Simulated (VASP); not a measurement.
Si5F, 6 atoms in the cell. Symmetry: F-43m, No. 216, cubic system. The conventional cell has a = 6.981 Å, b = 6.981 Å, c = 6.981 Å, α = 90.00°, β = 90.00°, γ = 90.00°. Within 3.3 Å of Si (site symmetry 3m) lie 9 Si at 2.47 to 2.89 Å and 3 F at 2.89 Å. Within 3.8 Å of Si (site symmetry -43m) lie 12 Si at 2.89 Å and 4 F at 3.02 Å. F (site symmetry -43m) has 16 Si at 2.89 to 3.02 Å within 3.8 Å. 

| Item | Value |
| --- | --- |
| Program | VASP 6.6.1 |
| Task | relaxation of cell and atoms |
| Functional | PBE |
| Potentials or basis | VASP PAW PBE potentials, release 64 (Si, F) |
| Cutoff | 600 eV |
| k mesh | 4 × 4 × 4 |
| Occupations | gaussian, width 0.1 eV |
| Spin | no spin polarisation |
| Dipole correction | no |
| Further INCAR settings | ALGO = Normal; EDIFF = 1e-07; IBRION = 2; EDIFFG = -0.04; NSW = 90; ISIF = 3 |

Potentials or basis: VASP PAW PBE potentials, release 64 (Si, F).

Run with:

```console
$ cat potpaw_PBE.64/Si/POTCAR potpaw_PBE.64/F/POTCAR > POTCAR
$ mpirun -np 1 vasp_std > vasp.out
```

Hardware: 1 thread of Intel(R) Xeon(R) Platinum 8488C (Sapphire Rapids), with other jobs on the host.

Estimate the wall time of this run.

Wall time 42 s on 1 thread of Intel(R) Xeon(R) Platinum 8488C (Sapphire Rapids), with other jobs on the host, peak memory 0.23 GiB. Counts: scf iterations 36, k points 8, ion steps 3.
